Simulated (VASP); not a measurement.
Crystal: HfPt2.

```xyz
6
Lattice="5.4846 0.0000 0.0000 0.0000 5.4846 0.0000 0.0000 0.0000 3.5327" Properties=species:S:1:pos:R:3 pbc="T T T"
Hf    0.0000    0.0000    0.0000
Hf    2.7423    2.7423    1.7663
Pt    1.6783    1.6783    0.0000
Pt    1.0640    4.4206    1.7663
Pt    3.8063    3.8063    0.0000
Pt    4.4206    1.0640    1.7663
```

| Quantity | Value |
| --- | --- |
| Program | VASP 6.6.1 |
| Task | relaxation of cell and atoms |
| Functional | PBE |
| Potentials or basis | VASP PAW PBE potentials, release 64 (Hf_pv, Pt) |
| Cutoff | 600 eV |
| k mesh | 4 × 4 × 6 |
| Occupations | gaussian, width 0.1 eV |
| Spin | no spin polarisation |

At the start: pressure 66.8 GPa; volume 17.71 Å³/atom.

**Question.** How do energy, volume and symmetry change on relaxing?

**Answer.** Over 23 steps the energy falls by 1132.5 meV/atom and the volume is 23.60 Å³/atom (+33.3 %); space group P4_2/mnm (No. 136, to 0.05 Å).

Step by step:
```
step  energy change (eV)  largest force (eV/Å)  pressure (GPa)  volume (Å³)
   1              0.0000                2.4329           66.75       106.27
   2              3.5827                0.1961          -14.80       264.27
   3             -6.1507                1.0705           -4.65       154.24
   4             -6.2813                1.0023           -1.77       148.95
   5             -6.3100                0.9329            0.69       145.14
   6             -6.3088                0.9504            0.10       146.00
   7             -6.4181                0.5096           -0.80       148.04
   8             -6.4448                0.1880           -1.22       149.66
   9             -6.4721                0.0003            1.16       146.03
  10             -6.4721                0.0047            1.10       146.12
  11             -6.4977                0.0289            1.17       145.72
  12             -6.5773                0.1037            1.39       144.40
  13             -6.7116                0.1997            1.94       141.31
  14             -6.5158                0.7638            5.72       133.43
  15             -6.7376                0.3049            2.16       139.96
  16             -6.7487                0.1108            3.15       136.86
  17             -6.7600                0.2366            2.68       137.99
  18             -6.7772                0.0223           -1.13       142.14
  19             -6.7894                0.1161            0.28       140.50
  20             -6.7933                0.0379            0.26       140.75
  21             -6.7946                0.0273            0.26       140.96
  22             -6.7947                0.0445            0.26       141.02
  23             -6.7950                0.0198           -0.17       141.62
```

Final structure:
```yaml
crystal:
  lattice:
    - [5.55933, 0.00000, 0.00000]
    - [0.00000, 5.55933, 0.00000]
    - [0.00000, 0.00000, 4.58219]
  atoms:
    - { symbol: Hf, position: [0.00000, 0.00000, 0.00000] }
    - { symbol: Hf, position: [0.50000, 0.50000, 0.50000] }
    - { symbol: Pt, position: [0.32553, 0.32553, 0.00000] }
    - { symbol: Pt, position: [0.17447, 0.82553, 0.50000] }
    - { symbol: Pt, position: [0.67447, 0.67447, 0.00000] }
    - { symbol: Pt, position: [0.82553, 0.17447, 0.50000] }
```

Caveat: the volume moved by over 15 % at a fixed basis, so the end points are rough.
